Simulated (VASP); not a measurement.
A run of VASP 6.6.1 is set up as follows.

Contents of INCAR:

```
SYSTEM = B
PREC     = Accurate       ! precision mode
ENCUT    = 600            ! plane-wave cutoff, eV
EDIFF    = 1E-7           ! SCF threshold, eV
ISMEAR   = 0              ! smearing method
SIGMA    = 0.1            ! smearing width, eV
LREAL    = .FALSE.        ! projectors in reciprocal space
LASPH    = .TRUE.         ! aspherical terms in the spheres
NELM     = 100            ! most SCF steps
ALGO     = Normal         ! electronic algorithm
ISIF     = 3              ! what is computed and relaxed
LWAVE    = .FALSE.        ! write WAVECAR
LCHARG   = .FALSE.        ! write CHGCAR
GGA      = PE             ! functional
IBRION   = 2              ! ionic algorithm
NSW      = 90             ! ionic steps
EDIFFG   = -0.04          ! ionic threshold
```

The input KPOINTS:

```
Automatic mesh
0
G
  6 6 6
  0 0 0
```

File POSCAR:

```
B
1.0
   -1.8781349868      1.8781349868      2.5728805604
    1.8781349868     -1.8781349868      2.5728805604
    1.8781349868      1.8781349868     -2.5728805604
B
4
Direct
    0.6666700000      0.6666700000      0.3333400000
    0.3333300000      0.6666700000      0.0000000000
    0.3333300000      0.3333300000      0.6666600000
    0.6666700000      0.3333300000      0.0000000000
```

Potentials or basis: VASP PAW PBE potentials, release 64 (B).

Command:

```console
$ cat potpaw_PBE.64/B/POTCAR > POTCAR
$ mpirun -np 1 vasp_std > vasp.out
```

(1) What does it give for the relaxed cell?

(2) What does it give for the band gap on the k mesh?

(3) Estimate the space group after relaxing (to 0.05 Å).

Answers

(1) a = 4.122 Å, b = 4.122 Å, c = 4.122 Å, α = 92.93°, β = 92.93°, γ = 153.87°.

(2) zero (band 6 reaches 7.08 eV, above the bottom of band 7 at 5.64 eV).

(3) I4/mmm (No. 139).

Caveat: the k points lie up to 0.59 Å⁻¹ apart in the final cell.
